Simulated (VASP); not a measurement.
Wanted: the native input for a VASP 6.6.1 run.

```
Task                   : single point
Functional             : PBE
Potentials or basis    : VASP PAW PBE potentials, release 64 (Hg)
Cutoff                 : 500 eV
k mesh                 : 12 × 12 × 4
Occupations            : fermi-dirac, width 0.1 eV
Spin                   : no spin polarisation
Dipole correction      : no
Further INCAR settings : ALGO = Normal; EDIFF = 1e-06; NBANDS = 32
```

The structure of Hg lies in POSCAR:

```
Hg
1.0
    3.4184179107      0.0000000000      0.0000000000
   -1.7092089554      2.9604367514      0.0000000000
    0.0000000000      0.0000000000     10.8293731727
Hg
4
Direct
    0.0000000000      1.0000000000      0.0000000000
    0.0000000000      1.0000000000      0.5000000000
    0.3333333333      0.6666666667      0.2500000000
    0.6666666667      0.3333333333      0.7500000000
```

These files were run (other wordings do the same):

INCAR

```
SYSTEM = Hg
PREC     = Accurate       ! precision mode
ENCUT    = 500            ! plane-wave cutoff, eV
EDIFF    = 1E-6           ! SCF threshold, eV
ISMEAR   = -1             ! smearing method
SIGMA    = 0.1            ! smearing width, eV
LREAL    = .False.        ! projectors in reciprocal space
LASPH    = .True.         ! aspherical terms in the spheres
NELM     = 120            ! most SCF steps
ALGO     = Normal         ! electronic algorithm
ISIF     = 2              ! what is computed and relaxed
LWAVE    = .False.        ! write WAVECAR
LCHARG   = .False.        ! write CHGCAR
GGA      = PE             ! functional
NBANDS   = 32             ! bands
GGA_COMPAT= .False.
```

KPOINTS

```
Automatic mesh
0
Gamma
  12 12 4
  0 0 0
```

Potentials or basis: VASP PAW PBE potentials, release 64 (Hg).

Run with:

```bash
$ cat potpaw_PBE.64/Hg/POTCAR > POTCAR
$ mpirun -np 1 vasp_std > vasp.out
```

It gave:

* Pressure: 1.3 GPa
* Band gap on the k mesh: zero (bands 24 and 25 overlap by 0.56 eV)

Caveat: spin-orbit coupling is left out, which moves the levels of the heavy elements.

Run time: 69 s on 1 thread of Intel(R) Xeon(R) 6975P-C (Granite Rapids), with other jobs on the host, peak memory 0.31 GiB.
